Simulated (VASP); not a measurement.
A run of VASP 6.6.1 is set up as follows.

The input INCAR:

```
PREC = Accurate
ENCUT = 520
EDIFF = 1E-7
ISMEAR = 0
SIGMA = 0.1
LREAL = False
LASPH = True
NELM = 100
ALGO = Fast
ISIF = 2
LWAVE = False
LCHARG = False
GGA = PE
NBANDS = 22
```

The input KPOINTS:

```
regular mesh
0
Gamma
  4 4 4
```

Contents of POSCAR:

```
BeAl7
1.0
    5.8502927921      0.0000000000      0.0000000000
    0.0000000000      5.8502927921      0.0000000000
    0.0000000000      0.0000000000      5.8502927921
Be Al
1 7
Direct
    0.0000000000      0.0000000000      0.0000000000
    0.2198509229      0.2198509229      0.2198509229
    0.0000000000      0.5000000000      0.5000000000
    0.5000000000      0.5000000000      0.0000000000
    0.5000000000      0.0000000000      0.5000000000
    0.7801490771      0.2198509229      0.7801490771
    0.7801490771      0.7801490771      0.2198509229
    0.2198509229      0.7801490771      0.7801490771
```

Potentials or basis: VASP PAW PBE potentials, release 64 (Be, Al).

The run is started by

```console
$ cat potpaw_PBE.64/Be/POTCAR potpaw_PBE.64/Al/POTCAR > POTCAR
$ mpirun -np 1 vasp_std > vasp.out
```

Estimate the largest force.

0.004 eV/Å.

Predict the pressure.

0.2 GPa.

Forces on the atoms (eV/Å):
```
Be   0.000  0.000  0.000
Al   0.002  0.002  0.002
Al   0.000  0.000  0.000
Al   0.000  0.000  0.000
Al   0.000  0.000  0.000
Al  -0.002  0.002 -0.002
Al  -0.002 -0.002  0.002
Al   0.002 -0.002 -0.002
```
